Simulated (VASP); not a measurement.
The system is AlGa7As8.

```
Ga Al As
1.0
    11.32338    0.00000    0.00000
     0.00000   11.32338    0.00000
     0.00000    0.00000   11.32338
Ga Al As
28 4 32
Cartesian
  0.0067 11.3159 0.0030
  11.3040 0.0038 5.6557
  11.2994 5.6460 0.0179
  11.2815 5.6098 5.6266
  5.6570 0.0015 0.0015
  5.7089 11.3005 5.6839
  5.6737 5.6652 11.2986
  2.8192 2.8218 0.0273
  2.8188 2.8592 5.6901
  2.8033 8.4914 11.3103
  2.8365 8.4865 5.6505
  8.5287 2.8340 0.0225
  8.5034 2.7970 5.6393
  8.5229 8.5047 11.2969
  8.5086 8.5168 5.6735
  2.8318 0.0148 2.8087
  2.8202 0.0100 8.4885
  2.8171 5.6750 2.8496
  2.8319 5.6467 8.4584
  8.5112 0.0317 2.8295
  8.4817 11.2881 8.5112
  8.4721 5.6407 2.8168
  11.3212 8.5070 2.8207
  0.0127 8.4773 8.5242
  5.6805 2.8433 2.8374
  5.6749 2.8414 8.4901
  5.6783 8.5211 2.8390
  5.6776 8.5243 8.4569
  5.6509 5.6515 5.6126
  8.4865 5.6507 8.4856
  11.3107 2.8152 2.8263
  11.2920 2.8289 8.4975
  1.4144 1.4195 1.4291
  1.3876 1.4348 7.0870
  1.4014 7.0821 1.4122
  1.3926 7.0999 7.0766
  7.0851 1.4122 1.4169
  7.0969 1.4008 7.0789
  7.0582 7.0472 1.3993
  7.1233 7.0727 7.0411
  4.2578 4.2698 1.3961
  4.2289 4.2612 7.0833
  4.2460 9.9190 1.4235
  4.2451 9.8993 7.0985
  9.9398 4.2415 1.4334
  9.9283 4.2557 7.0808
  9.9401 9.9015 1.4520
  9.9089 9.8955 7.0698
  4.2548 1.4052 4.2443
  4.2539 1.4277 9.8890
  4.2537 7.0732 4.2513
  4.2524 7.0476 9.9174
  9.8971 1.4021 4.2393
  9.8908 1.3895 9.9026
  9.8678 7.0566 4.2214
  9.9175 7.0918 9.9306
  1.3639 4.2565 4.2472
  1.4233 4.2471 9.8874
  1.4306 9.9102 4.2597
  1.4234 9.8659 9.9067
  7.1085 4.2327 4.2623
  7.0848 4.2403 9.8973
  7.1018 9.8815 4.2548
  7.0913 9.9231 9.9379
```

- Program: VASP 6.6.1
- Task: relaxation of volume and atoms at fixed shape
- Functional: PBEsol
- Potentials or basis: VASP PAW PBE potentials, release 64 (Ga_d, Al, As)
- Cutoff: 500 eV
- k mesh: 1 × 1 × 1, shifted
- Occupations: fermi-dirac, width 0.05 eV
- Spin: no spin polarisation

At the start: pressure 0.2 GPa; volume 22.69 Å³/atom.

Problem. Where does the relaxation end?

Solution. Over 10 steps the energy falls by 5.2 meV/atom and the volume is 22.73 Å³/atom (+0.2 %); space group P1 (No. 1, to 0.1 Å) before and after.

Step by step:
```csv
step,energy change (eV),largest force (eV/Å),pressure (GPa),volume (Å³)
1,0.0000,0.8046,0.23,1451.87
2,-0.2815,0.2291,-0.16,1458.59
3,-0.2958,0.1812,-0.25,1460.50
4,-0.3168,0.0906,0.10,1452.94
5,-0.3174,0.0886,0.18,1451.29
6,-0.3265,0.0680,0.03,1454.43
7,-0.3275,0.0692,-0.03,1455.83
8,-0.3314,0.0374,-0.03,1455.78
9,-0.3331,0.0419,-0.02,1455.71
10,-0.3347,0.0235,0.02,1454.85
```

Final structure:
```
Ga Al As
1.0
    11.33113    0.00000    0.00000
     0.00000   11.33113    0.00000
     0.00000    0.00000   11.33113
Ga Al As
28 4 32
Direct
  0.00102 0.99897 0.00007
  0.00056 0.99919 0.50057
  0.00046 0.50010 0.00004
  0.99948 0.49967 0.49902
  0.49975 0.00036 0.99972
  0.50032 0.99966 0.50008
  0.49978 0.49965 0.99917
  0.25069 0.25067 0.00008
  0.25014 0.25024 0.50043
  0.25070 0.74951 0.99992
  0.25034 0.75000 0.50027
  0.75017 0.24969 0.00048
  0.75031 0.24892 0.50020
  0.75090 0.75006 0.00057
  0.75095 0.75025 0.49981
  0.25078 0.00018 0.25031
  0.25017 0.00018 0.74997
  0.24982 0.50059 0.25002
  0.24948 0.50001 0.74935
  0.74970 0.99994 0.24989
  0.74973 0.99879 0.75076
  0.74915 0.49966 0.24897
  0.00065 0.74998 0.25043
  0.00058 0.74925 0.75051
  0.49987 0.24999 0.25006
  0.50009 0.24990 0.75004
  0.50029 0.75043 0.24956
  0.50040 0.75022 0.74984
  0.49978 0.49992 0.49890
  0.74950 0.50019 0.74953
  0.00004 0.24899 0.24984
  0.99936 0.24939 0.75023
  0.12613 0.12468 0.12463
  0.12519 0.12493 0.62499
  0.12497 0.62506 0.12479
  0.12444 0.62454 0.62408
  0.62448 0.12501 0.12503
  0.62507 0.12427 0.62552
  0.62438 0.62489 0.12417
  0.62488 0.62550 0.62410
  0.37516 0.37546 0.12525
  0.37520 0.37503 0.62514
  0.37519 0.87520 0.12483
  0.37514 0.87515 0.62520
  0.87529 0.37514 0.12488
  0.87506 0.37508 0.62489
  0.87552 0.87498 0.12556
  0.87559 0.87439 0.62569
  0.37532 0.12513 0.37552
  0.37496 0.12535 0.87472
  0.37494 0.62572 0.37421
  0.37495 0.62457 0.87394
  0.87522 0.12379 0.37550
  0.87482 0.12383 0.87576
  0.87452 0.62454 0.37396
  0.87506 0.62450 0.87511
  0.12511 0.37469 0.37468
  0.12501 0.37481 0.87477
  0.12561 0.87503 0.37515
  0.12567 0.87434 0.87459
  0.62558 0.37406 0.37480
  0.62525 0.37438 0.87515
  0.62532 0.87472 0.37488
  0.62474 0.87437 0.87576
```

Caveat: the PAW data sets were made with another functional, which shifts forces and pressure a little.
